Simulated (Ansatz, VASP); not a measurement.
# Ga3BiAs2 in VASP and in Ansatz

File POSCAR:

```
Ga3BiAs2
1.0
    4.1727642628      0.0000000000      0.0000000000
   -2.0863821314      3.6137198556      0.0000000000
    0.0000000000      0.0000000000     10.2366546484
As Bi Ga
2 1 3
Direct
    0.0000000000      0.0000000000      0.0104119404
    0.3333333333      0.6666666667      0.3245873457
    0.6666666667      0.3333333333      0.6640402504
    0.3333333333      0.6666666667      0.0831291718
    0.6666666667      0.3333333333      0.3958342070
    0.0000000000      0.0000000000      0.7719970847
```

File INCAR.step1:

```
SYSTEM = Ga3BiAs2
PREC     = Accurate       ! precision mode
ENCUT    = 520            ! plane-wave cutoff, eV
ISMEAR   = -1             ! smearing method
SIGMA    = 0.02           ! smearing width, eV
LREAL    = .FALSE.        ! projectors in reciprocal space
LASPH    = .TRUE.         ! aspherical terms in the spheres
NELM     = 60             ! most SCF steps
NBANDS   = 41             ! bands
GGA      = PE             ! functional
ALGO     = Normal         ! electronic algorithm
EDIFF    = 1E-4           ! SCF threshold, eV
LWAVE    = .TRUE.         ! write WAVECAR
LCHARG   = .FALSE.        ! write CHGCAR
```

File INCAR.step2:

```
SYSTEM = Ga3BiAs2
PREC     = Accurate       ! precision mode
ENCUT    = 520            ! plane-wave cutoff, eV
EDIFF    = 1E-7           ! SCF threshold, eV
ISMEAR   = -1             ! smearing method
SIGMA    = 0.02           ! smearing width, eV
LREAL    = .FALSE.        ! projectors in reciprocal space
LASPH    = .TRUE.         ! aspherical terms in the spheres
NELM     = 60             ! most SCF steps
ALGO     = Normal         ! electronic algorithm
ISIF     = 2              ! what is computed and relaxed
LWAVE    = .FALSE.        ! write WAVECAR
LCHARG   = .FALSE.        ! write CHGCAR
METAGGA  = R2SCAN         ! meta-GGA
LMIXTAU  = .TRUE.       
NBANDS   = 41             ! bands
ISTART   = 1
```

KPOINTS

```
regular mesh
0
G
  6 6 2
  0 0 0
```

Input for Ansatz:

```yaml
crystal:
  lattice:
    - [4.1727642628, 0.0, 0.0]
    - [-2.0863821314, 3.6137198556, 0.0]
    - [0.0, 0.0, 10.2366546484]
  atoms:
    - { symbol: As, position: [0.0, 0.0, 0.0104119404] }
    - { symbol: As, position: [0.3333333333, 0.6666666667, 0.3245873457] }
    - { symbol: Bi, position: [0.6666666667, 0.3333333333, 0.6640402504] }
    - { symbol: Ga, position: [0.3333333333, 0.6666666667, 0.0831291718] }
    - { symbol: Ga, position: [0.6666666667, 0.3333333333, 0.395834207] }
    - { symbol: Ga, position: [0.0, 0.0, 0.7719970847] }
kpoints:
  mp_grid: { grid: [6, 6, 2] }
hamiltonian:
  xc: r2scan
scf:
  occupations: { method: fermi_dirac, width: 0.02 }
  n_extra_bands: 5
output:
  forces: true
  stress: true
  eigenvalues: true
```

Alike in both runs: task single point; functional r2SCAN; k mesh 6 × 6 × 2; occupations fermi-dirac, width 0.02 eV; no spin polarisation.

|  | VASP | Ansatz |
| --- | --- | --- |
| version | VASP 6.6.1 | Ansatz 0.2.0 |
| potentials or method | VASP PAW PBE potentials, release 64 (As, Bi_d, Ga_d) | plane waves, PAW |
| plane-wave cutoff (eV) | 520 | 500 |
| valence electrons in the cell | 64 | 84 |

|  | VASP | Ansatz | Ansatz less VASP |
| --- | --- | --- | --- |
| pressure (GPa) | 0.0 | 0.0 | -0.04 |
| rms of the force components (eV/Å) | 0.004 | 0.001 | -0.0026 |

VASP's potentials were made for PBE, not for r2SCAN. Atom by atom the forces differ by 0.003 eV/Å (rms over components). VASP's potentials hold 64 valence electrons a cell and Ansatz's 84, so a difference there can come from the potentials and not from the codes.

Neither program's run includes spin-orbit coupling.
